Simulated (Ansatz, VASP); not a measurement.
Gd in VASP and in Ansatz

File INCAR:

```
SYSTEM = Gd
ALGO = Normal ; EDIFF = 1E-6
ENCUT = 520 ; GGA = PE
ISIF = 2 ; ISMEAR = 0
ISPIN = 2 ; LASPH = .TRUE.
LCHARG = .FALSE. ; LMAXMIX = 6
LORBIT = 11 ; LREAL = .FALSE.
LWAVE = .FALSE. ; MAGMOM = 7.95 -7.95
NBANDS = 29 ; NELM = 150
PREC = Accurate ; SIGMA = 0.05
```

Contents of KPOINTS:

```
k-points
0
G
  14 14 7
  0 0 0
```

The input POSCAR:

```
Gd
1.0
    0.0000000000      2.5377949807      2.5377949807
    2.5377949807      0.0000000000      2.5377949807
    5.0841047854      5.0841047854     -0.0085148239
Gd
2
Direct
    0.0000000000      0.0000000000      0.0000000000
    0.0000000000      0.0000000000      0.5000000000
```

Input for Ansatz:

```yaml
crystal:
  lattice:
    - [0.0, 2.5377949807, 2.5377949807]
    - [2.5377949807, 0.0, 2.5377949807]
    - [5.0841047854, 5.0841047854, -0.0085148239]
  atoms:
    - { symbol: Gd, position: [0.0, 0.0, 0.0], spin: 7.95 }
    - { symbol: Gd, position: [0.0, 0.0, 0.5], spin: -7.95 }
basis:
  ecutwfc: 420
  ecutrho_ratio: 4
kpoints:
  mp_grid: { grid: [14, 14, 7] }
  band_path:
    path:
      - [[0.0, 0.0, 0.0], [0.0, 0.0, -1.0], [-0.25041782, 0.25041782, -1.0]]
      - [[-0.49916435, 0.25041782, -0.49916435], [0.0, 0.5, 0.0], [0.0, 0.0, 0.0], [-0.37479109, 0.37479109, 0.0]]
      - [[-0.37479109, 0.25041782, -0.74958218], [-0.5, 0.0, -1.0], [0.0, 0.0, 0.0]]
    npoints: 14
hamiltonian:
  xc: pbe
scf:
  occupations: { method: gaussian, width: 0.05 }
  lower_state_search: "off"
output:
  forces: true
  stress: true
  eigenvalues: true
  populations: true
  hubbard: { sites: [{ species: Gd, l: f }] }
  dos: { projected: true, de: 0.02, nscf_kmesh: { grid: [21, 21, 11] } }
  bader: true
magnetization:
  spin_polarized: true
checkpoint:
  read: start.run
  write: ck
  compress: false
  write_wavefunctions: false
  write_every: 100000
```

Alike in both runs: task single point; functional PBE; k mesh 14 × 14 × 7; occupations gaussian, width 0.05 eV; collinear spin.

|  | VASP | Ansatz |
| --- | --- | --- |
| version | VASP 6.6.1 | Ansatz 0.2.0 |
| potentials or method | VASP PAW PBE potentials, release 64 (Gd), cutoff 520 eV | scalar-relativistic, plane waves, PAW |
| valence electrons in the cell | 36 | 36 |

|  | VASP | Ansatz | Ansatz less VASP |
| --- | --- | --- | --- |
| pressure (GPa) | -4.9 | -0.1 | +4.79 |
| traceless stress, the component that is largest in VASP (GPa) | 0.21 | 0.03 | -0.181 |
| net moment per atom (μB) | 0.00 | 0.00 | 0.000 |
| size of the moment on the site where the two differ most (μB) | 6.93 | 7.23 | +0.297 |

Site moments also hang on the region over which each program counts them. One of these differences is far larger than is usual between the two programs; its cause wasn't traced. Ansatz's warnings: stability check not made.

Neither program's run includes spin-orbit coupling.
